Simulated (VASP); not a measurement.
Set up this calculation in VASP 6.6.1, as the native input.

```yaml
Task: single point
Functional: PBE
Potentials_or_basis: VASP PAW PBE potentials, release 64 (Ga_d)
Cutoff: 520 eV
k_mesh: 16 × 16 × 14
Occupations: gaussian, width 0.1 eV
Spin: no spin polarisation
Dipole_correction: no
Further_INCAR_settings: ALGO = Fast; EDIFF = 1e-06; NBANDS = 20
```

The structure of Ga lies in POSCAR:

```
Ga
1.0
    1.4082980000     -4.0319922000      0.0000000000
    1.4082980000      4.0319922000      0.0000000000
    0.0000000000      0.0000000000      3.2036337000
Ga
2
Direct
    0.8743800738      0.1256199262      0.2500000000
    0.1256199262      0.8743800738      0.7500000000
```

This cell differs from its parent crystal: strained.

One way to write it, as run:

INCAR

```
PREC     = Accurate       # precision mode
ENCUT    = 520            # plane-wave cutoff, eV
EDIFF    = 1E-6           # SCF threshold, eV
ISMEAR   = 0              # smearing method
SIGMA    = 0.1            # smearing width, eV
LREAL    = False          # projectors in reciprocal space
LASPH    = True           # aspherical terms in the spheres
NELM     = 100            # most SCF steps
ALGO     = Fast           # electronic algorithm
ISIF     = 2              # what is computed and relaxed
LWAVE    = False          # write WAVECAR
LCHARG   = False          # write CHGCAR
GGA      = PE             # functional
NBANDS   = 20             # bands
```

KPOINTS

```
Automatic mesh
0
Gamma
  16 16 14
```

Potentials or basis: VASP PAW PBE potentials, release 64 (Ga_d).

Launch:

```sh
$ cat potpaw_PBE.64/Ga_d/POTCAR > POTCAR
$ mpirun -np 1 vasp_std > vasp.out
```

Results of the run:

The pressure is 3.8 GPa. The largest force is 0.748 eV/Å and the band gap on the k mesh is zero (bands 13 and 14 overlap by 9.54 eV).

Caveat: the cell differs from its parent crystal (strained); the stress differs along the axes, from 0 to 6 GPa.

It took 15 min on 1 thread of Intel Xeon 8259CL, with other jobs on the host, peak memory 0.4 GiB.
